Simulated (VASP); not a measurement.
Rb:

```
Rb
1.0
     0.00000    4.85500    4.85500
     4.85500    0.00000    4.85500
     4.85500    4.85500    0.00000
Rb
2
Direct
  0.00000 0.00000 0.00000
  0.25000 0.25000 0.25000
```

This isn't the form of Rb at room conditions, which is bcc.

| Quantity | Value |
| --- | --- |
| Program | VASP 6.6.1 |
| Task | relaxation of cell and atoms |
| Functional | PBE |
| Potentials or basis | VASP PAW PBE potentials, release 64 (Rb_sv) |
| Cutoff | 500 eV |
| k mesh | 4 × 4 × 4 |
| Occupations | fermi-dirac, width 0.1 eV |
| Spin | no spin polarisation |

At the start: pressure 0.2 GPa; volume 114.44 Å³/atom.

Task: Where does the relaxation end?

Result: Over 5 steps the energy falls by 15.8 meV/atom and the volume is 138.79 Å³/atom (+21.3 %); space group Fd-3m (No. 227, to 0.1 Å) before and after.

The path:
```
step  energy change (eV)  largest force (eV/Å)  pressure (GPa)  volume (Å³)
   1              0.0000                0.0000            0.25       228.87
   2             -0.0082                0.0000            0.20       234.72
   3             -0.0249                0.0000            0.10       252.87
   4             -0.0291                0.0000           -0.05       291.91
   5             -0.0315                0.0000           -0.01       277.57
```

Final structure:
```
Rb
1.0
     0.00000    5.17744    5.17744
     5.17744    0.00000    5.17744
     5.17744    5.17744    0.00000
Rb
2
Direct
  0.00000 0.00000 0.00000
  0.25000 0.25000 0.25000
```

Caveat: the volume moved by over 15 % at a fixed basis, so the end points are rough.
